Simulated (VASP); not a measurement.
# PtW12 in VASP: single point with LDA

Aim: the single point of PtW12 with LDA.

Program: VASP 6.6.1. These are calculated values, not measurements. Logs are shortened: lines on timing, memory, paths and dates and some standing lists are left out, and cuts for length are marked.

**1. The cell of the first run**

The cell holds a slab with vacuum, 13 atoms: a = 5.432 Å, b = 5.432 Å, c = 19.790 Å, α = 90.00°, β = 90.00°, γ = 109.47°.

**2. Single point, LDA**

Input file INCAR:

```
PREC = Accurate ; ENCUT = 520
EDIFF = 1E-6 ; ISMEAR = 0
SIGMA = 0.1 ; LREAL = F
LASPH = T ; NELM = 60
ALGO = Normal ; ISIF = 2
LWAVE = F ; LCHARG = T
LDIPOL = T ; IDIPOL = 3
DIPOL = 0.5 0.5 0.326 ; GGA = CA
LELF = T ; LVHAR = T
LVACPOTAV = T ; NBANDS = 101
```

Input file KPOINTS:

```
regular mesh
0
Gamma
  5 5 1
```

Input file POSCAR:

```
PtW12
1.0
    5.4319816376      0.0000000000      0.0000000000
   -1.8106605459      5.1213214017      0.0000000000
    0.0000000000      0.0000000000     19.7903917603
W Pt
12 1
Direct
    0.2500000000      0.2500000000      0.2021182829
    0.2500000000      0.7500000000      0.2021182829
    0.7500000000      0.2500000000      0.2021182829
    0.7500000000      0.7500000000      0.2021182829
    0.0000000000      0.0000000000      0.3105119034
    0.0000000000      0.5000000000      0.3105119034
    0.5000000000      0.0000000000      0.3105119034
    0.5000000000      0.5000000000      0.3105119034
    0.2500000000      0.2500000000      0.4189099367
    0.2500000000      0.7500000000      0.4189099367
    0.7500000000      0.2500000000      0.4189099367
    0.7500000000      0.7500000000      0.4189099367
    0.5000000000      0.5000000000      0.5149102214
```

Potentials or basis: VASP PAW LDA potentials, release 64 (W_sv, Pt).

Launch:

```sh
$ cat potpaw_LDA.64/W_sv/POTCAR potpaw_LDA.64/Pt/POTCAR > POTCAR
$ mpirun -np 1 vasp_std > vasp.out
```

OUTCAR:

```text
PREC = Accurate
   ENCUT = 520
   EDIFF = 1E-6
   ISMEAR = 0
   LREAL = F
   LASPH = T
   NELM = 60
   ISIF = 2
   GGA = CA

 ion  position               nearest neighbor table
   1  0.250  0.250  0.202-   5 2.66   8 2.66   3 2.72   3 2.72   2 2.72   2 2.72   7 3.09   6 3.09
                             4 3.14   4 3.14
   2  0.250  0.750  0.202-   6 2.66   7 2.66   4 2.72   4 2.72   1 2.72   1 2.72   5 3.09   8 3.09
                             3 3.14   3 3.14
   3  0.750  0.250  0.202-   6 2.66   7 2.66   1 2.72   1 2.72   4 2.72   4 2.72   5 3.09   8 3.09
                             2 3.14   2 3.14
   4  0.750  0.750  0.202-   5 2.66   8 2.66   2 2.72   2 2.72   3 2.72   3 2.72   7 3.09   6 3.09
                             1 3.14   1 3.14
   5  0.000  0.000  0.311-   1 2.66   4 2.66   9 2.66  12 2.66   7 2.72   7 2.72   6 2.72   6 2.72
                             3 3.09   2 3.09  11 3.09  10 3.09   8 3.14   8 3.14
   6  0.000  0.500  0.311-   2 2.66   3 2.66  10 2.66  11 2.66   8 2.72   8 2.72   5 2.72   5 2.72
                             1 3.09   4 3.09   9 3.09  12 3.09   7 3.14   7 3.14
   7  0.500  0.000  0.311-   2 2.66   3 2.66  10 2.66  11 2.66   5 2.72   5 2.72   8 2.72   8 2.72
                             1 3.09   4 3.09   9 3.09  12 3.09   6 3.14   6 3.14
   8  0.500  0.500  0.311-   1 2.66   4 2.66   9 2.66  12 2.66   6 2.72   6 2.72   7 2.72   7 2.72
                             3 3.09   2 3.09  11 3.09  10 3.09   5 3.14   5 3.14
   9  0.250  0.250  0.419-  13 2.46   8 2.66   5 2.66  11 2.72  11 2.72  10 2.72  10 2.72   6 3.09
                             7 3.09  12 3.14  12 3.14
  10  0.250  0.750  0.419-   6 2.66   7 2.66  12 2.72  12 2.72   9 2.72   9 2.72  13 2.92   8 3.09
                             5 3.09  11 3.14  11 3.14
  11  0.750  0.250  0.419-   6 2.66   7 2.66   9 2.72   9 2.72  12 2.72  12 2.72  13 2.92   8 3.09
                             5 3.09  10 3.14  10 3.14
  12  0.750  0.750  0.419-  13 2.46   8 2.66   5 2.66  10 2.72  10 2.72  11 2.72  11 2.72   6 3.09
                             7 3.09   9 3.14   9 3.14
  13  0.500  0.500  0.515-   9 2.46  12 2.46  11 2.92  10 2.92

  LATTYP: Found a base centered orthorhombic cell.
 ALAT       =     6.2723121214
 B/A-ratio  =     1.4142135624
 C/A-ratio  =     3.1551988130

  Lattice vectors:

 A1 = (   5.4319816376,   0.0000000000,   0.0000000000)
 A2 = (  -1.8106605459,   5.1213214017,   0.0000000000)
 A3 = (   0.0000000000,   0.0000000000,  19.7903917603)

Analysis of symmetry for initial positions (statically):
=====================================================================
 Subroutine PRICEL returns:
 Original cell was already a primitive cell.

 Routine SETGRP: Setting up the symmetry group for a
 base centered orthorhombic supercell.

 Subroutine GETGRP returns: Found  4 space group operations
 (whereof  4 operations were pure point group operations)
 out of a pool of  8 trial point group operations.

The static configuration has the point symmetry C_2v.

Analysis of symmetry for dynamics (positions and initial velocities):
=====================================================================
 Subroutine PRICEL returns:
 Original cell was already a primitive cell.

 Routine SETGRP: Setting up the symmetry group for a
 base centered orthorhombic supercell.

 Subroutine GETGRP returns: Found  4 space group operations
 (whereof  4 operations were pure point group operations)
 out of a pool of  8 trial point group operations.

The dynamic configuration has the point symmetry C_2v.

 Subroutine INISYM returns: Found  4 space group operations
 (whereof  4 operations are pure point group operations),
 and found     1 'primitive' translations

----------------------------------------------------------------------------------------

                                     Primitive cell

  volume of cell :     550.5474

  direct lattice vectors                    reciprocal lattice vectors
     5.431981638  0.000000000  0.000000000     0.184094879  0.065087369  0.000000000
    -1.810660546  5.121321402  0.000000000     0.000000000  0.195262106  0.000000000
     0.000000000  0.000000000 19.790391760     0.000000000  0.000000000  0.050529571

  length of vectors
     5.431981638  5.431981638 19.790391760     0.195262106  0.195262106  0.050529571

  position of ions in fractional coordinates (direct lattice)
     0.250000000  0.250000000  0.202118283
     0.250000000  0.750000000  0.202118283
     0.750000000  0.250000000  0.202118283
     0.750000000  0.750000000  0.202118283
     0.000000000  0.000000000  0.310511903
     0.000000000  0.500000000  0.310511903
     0.500000000  0.000000000  0.310511903
     0.500000000  0.500000000  0.310511903
     0.250000000  0.250000000  0.418909937
     0.250000000  0.750000000  0.418909937
     0.750000000  0.250000000  0.418909937
     0.750000000  0.750000000  0.418909937
     0.500000000  0.500000000  0.514910221

  ion indices of the primitive-cell ions
   primitive index   ion index
                 1           1
                 2           2
                 3           3
                 4           4
                 5           5
                 6           6
                 7           7
                 8           8
                 9           9
                10          10
                11          11
                12          12
                13          13

----------------------------------------------------------------------------------------

 KPOINTS: regular mesh

Automatic generation of k-mesh.
 Grid dimensions read from file:
 generate k-points for:    5    5    1

 Generating k-lattice:

  Cartesian coordinates                     Fractional coordinates (reciprocal lattice)
     0.036818976  0.013017474  0.000000000     0.200000000  0.000000000  0.000000000
     0.000000000  0.039052421  0.000000000     0.000000000  0.200000000  0.000000000
     0.000000000  0.000000000  0.050529571     0.000000000  0.000000000  1.000000000

  Length of vectors
     0.039052421  0.039052421  0.050529571

  Shift w.r.t. Gamma in fractional coordinates (k-lattice)
     0.000000000  0.000000000  0.000000000

 Subroutine IBZKPT returns following result:
 ===========================================

 Found      9 irreducible k-points:

 Following reciprocal coordinates:
            Coordinates               Weight
  0.000000  0.000000  0.000000      1.000000
  0.200000  0.000000  0.000000      4.000000
  0.400000  0.000000  0.000000      4.000000
  0.200000  0.200000  0.000000      2.000000
  0.400000  0.200000  0.000000      4.000000
 -0.400000  0.200000  0.000000      4.000000
 -0.200000  0.200000  0.000000      2.000000
  0.400000  0.400000  0.000000      2.000000
 -0.400000  0.400000  0.000000      2.000000
   k-points           NKPTS =      9   k-points in BZ     NKDIM =      9   number of bands    NBANDS=    101
   number of dos      NEDOS =    301   number of ions     NIONS =     13
   total plane-waves  NPLWV = 240000
   dimension x,y,z NGX =    40 NGY =   40 NGZ =  150
   dimension x,y,z NGXF=    80 NGYF=   80 NGZF=  300
   ions per type =              12   1
   NGX,Y,Z   is equivalent  to a cutoff of  12.24, 12.24, 12.60 a.u.
   NGXF,Y,Z  is equivalent  to a cutoff of  24.48, 24.48, 25.20 a.u.
 SYSTEM =  unknown system
   PREC   = accura    normal or accurate (medium, high low for compatibility)
   ISTART =      0    job   : 0-new  1-cont  2-samecut
   ICHARG =      2    charge: 1-file 2-atom 10-const
   ISPIN  =      1    spin polarized calculation?
   LNONCOLLINEAR =      F non collinear calculations
   LSORBIT =      F    spin-orbit coupling
   LASPH  =      T    aspherical Exc in radial PAW
   ENCUT  =  520.0 eV  38.22 Ry    6.18 a.u.  10.10 10.10 36.80*2*pi/ulx,y,z
   NELM   =     60;   NELMIN=  2; NELMDL= -5     # of ELM steps
   EDIFF  = 0.1E-05   stopping-criterion for ELM
   LREAL  =      F    real-space projection
   EDIFFG = 0.1E-04   stopping-criterion for IOM
   NSW    =      0    number of steps for IOM
   IBRION =     -1    ionic relax: 0-MD 1-quasi-New 2-CG
   NFREE  =      0    steps in history (QN), initial steepest desc. (CG)
   ISIF   =      2    stress and relaxation
   ISYM   =      2    0-nonsym 1-usesym 2-fastsym
   POTIM  = 0.5000    time-step for ionic-motion
   TEBEG  =    0.0;   TEEND  =   0.0 temperature during run
   PSTRESS=    0.0 pullay stress
   NELECT =     178.0000    total number of electrons
   NUPDOWN=      -1.0000    fix difference up-down
   EMIN   =  10.00;   EMAX   =-10.00  energy-range for DOS
   EFERMI =   0.00;   METHOD = LEGACY
   ISMEAR =     0;   SIGMA  =   0.10  broadening in eV -4-tet -1-fermi 0-gaus
   EFERMI_NEDOS =   21; number of points for ismear=-14 and -15
   IALGO  =     38    algorithm
   IMIX   =      4    mixing-type and parameters
     AMIX     =   0.40;   BMIX     =  1.00
     AMIX_MAG =   1.60;   BMIX_MAG =  1.00
  volume/ion in A,a.u.               =      42.35       285.79
  Fermi-wavevector in a.u.,A,eV,Ry     =   1.123613  2.123320 17.177426  1.262505
  Thomas-Fermi vector in A             =   2.260280
   LORBIT       =      0    0 simple, 1 ext, 2 COOP (PROOUT), +10 PAW based schemes
   GGA     = CA    functional components
   LHFCALC =     F    Hartree Fock is set to
   AEXX    =    0.0000 exact exchange contribution
   IVDW    =     0    specifies the selected vdW correction
   LEPSILON=     F    determine dielectric tensor
   LRPA    =     F    only Hartree local field effects (RPA)
 non-spin polarized calculation
 Gauss-broadening in eV      SIGMA  =   0.10
  energy-cutoff  :      520.00
  volume of cell :      550.55
 maximum number of plane-waves:     14876
   NGX = 21   NGY = 21   NGZ = 73

 dipolmoment           0.000000      0.000000      2.939684 electrons x Angstroem

 number of electron     178.0000021 magnetization

 dipolmoment           0.000000      0.000000     -0.109960 electrons x Angstroem

 Free energy of the ion-electron system (eV)
  ---------------------------------------------------
  ext. energy  EPLUGINS =         0.00000000
  ---------------------------------------------------
  free energy    TOTEN  =      -164.10458474 eV

  energy without entropy =     -164.02450623  energy(sigma->0) =     -164.06454549

 E-fermi :   1.2256     XC(G=0):  -6.2285

 val. band max:        1.2236394519   @ k =  -0.4000   0.4000   0.0000
 cond. band min:       1.2307698112   @ k =  -0.2000   0.2000   0.0000
 fundamental gap:      0.0071303593
 Fermi energy:         1.2256166621

 k-point     1 :       0.0000    0.0000    0.0000
  band No.  band energies     occupation
      1     -72.5109      2.00000
      2     -72.4505      2.00000
      3     -72.3968      2.00000
      4     -72.3267      2.00000
      5     -72.3157      2.00000
      6     -72.3136      2.00000
[... 93 lines left out ...]
    100       3.4743      0.00000
    101       3.5084      0.00000

 k-point     2 :       0.2000    0.0000    0.0000
  band No.  band energies     occupation
      1     -72.5031      2.00000
      2     -72.4534      2.00000
      3     -72.3909      2.00000
      4     -72.3339      2.00000
      5     -72.3248      2.00000
      6     -72.3102      2.00000
[... 717 lines left out ...]
    100       2.6705      0.00000
    101       2.7100      0.00000

 k-point     9 :      -0.4000    0.4000    0.0000
  band No.  band energies     occupation
      1     -72.4798      2.00000
      2     -72.4509      2.00000
      3     -72.3755      2.00000
      4     -72.3415      2.00000
      5     -72.3174      2.00000
      6     -72.3157      2.00000
[... 93 lines left out ...]
    100       2.2781      0.00000
    101       2.5951      0.00000

------------------------ aborting loop because EDIFF is reached ----------------------------------------

  FORCE on cell =-STRESS in cart. coord.  units (eV):
  Direction    XX          YY          ZZ          XY          YZ          ZX
  --------------------------------------------------------------------------------------
  -------------------------------------------------------------------------------------
  Total      -11.1737450    -11.8434256      5.6366669     -0.9470714      0.0000000      0.0000000
  in kB      -32.5173108    -34.4661841     16.4035648     -2.7561230      0.0000000      0.0000000
  external PRESSURE =     -16.8599767 kB  Pullay stress =       0.0000000 kB

 VOLUME and BASIS-vectors are now :
 -----------------------------------------------------------------------------
  energy-cutoff  :      520.00
  volume of cell :      550.55
      direct lattice vectors                 reciprocal lattice vectors
     5.431981638  0.000000000  0.000000000     0.184094879  0.065087369  0.000000000
    -1.810660546  5.121321402  0.000000000     0.000000000  0.195262106  0.000000000
     0.000000000  0.000000000 19.790391760     0.000000000  0.000000000  0.050529571

 POSITION                                       TOTAL-FORCE (eV/Angst)
 -----------------------------------------------------------------------------------
      0.90533      1.28033      4.00000        -0.099605     -0.140863      0.061716
     -0.00000      3.84099      4.00000         0.053753     -0.038009     -0.271408
      3.62132      1.28033      4.00000        -0.053753      0.038009     -0.271408
      2.71599      3.84099      4.00000         0.099605      0.140863      0.061716
      0.00000      0.00000      6.14515         0.000000     -0.000000     -1.124566
     -0.90533      2.56066      6.14515         0.000000     -0.000000     -0.150521
      2.71599      0.00000      6.14515         0.000000     -0.000000     -0.150521
      1.81066      2.56066      6.14515         0.000000     -0.000000     -0.274820
      0.90533      1.28033      8.29039        -0.866762     -1.225787      0.291597
     -0.00000      3.84099      8.29039        -0.375434      0.265472      0.679295
      3.62132      1.28033      8.29039         0.375434     -0.265472      0.679295
      2.71599      3.84099      8.29039         0.866762      1.225787      0.291597
      1.81066      2.56066     10.19028         0.000000     -0.000000      0.178028
 -----------------------------------------------------------------------------------
    total drift:                                0.000000      0.000000     -0.000167

  FREE ENERGIE OF THE ION-ELECTRON SYSTEM (eV)
  ---------------------------------------------------
  free  energy   TOTEN  =      -164.1045847409 eV

  energy  without entropy=     -164.0245062309  energy(sigma->0) =     -164.06454549

 vacuum level on the upper side and lower side of the slab         5.683         6.398
```

It took 32 min on 1 thread of Intel Xeon Platinum 8375C at 2.90GHz (Ice Lake), shared host; peak memory 0.61 GiB.

What came out:

```
Free energy            : -164.1046 eV
Largest force          : 1.529 eV/Å
Band gap on the k mesh : zero (bands 89 and 90 overlap by 1.36 eV)
```

Forces in eV/Å, atoms in the order of the input:
```
W   -0.100 -0.141  0.062
W    0.054 -0.038 -0.271
W   -0.054  0.038 -0.271
W    0.100  0.141  0.062
W    0.000  0.000 -1.125
W    0.000  0.000 -0.151
W    0.000  0.000 -0.151
W    0.000  0.000 -0.275
W   -0.867 -1.226  0.292
W   -0.375  0.265  0.679
W    0.375 -0.265  0.679
W    0.867  1.226  0.292
Pt   0.000  0.000  0.178
```

Caveat: spin-orbit coupling is left out, which moves the levels of the heavy elements.
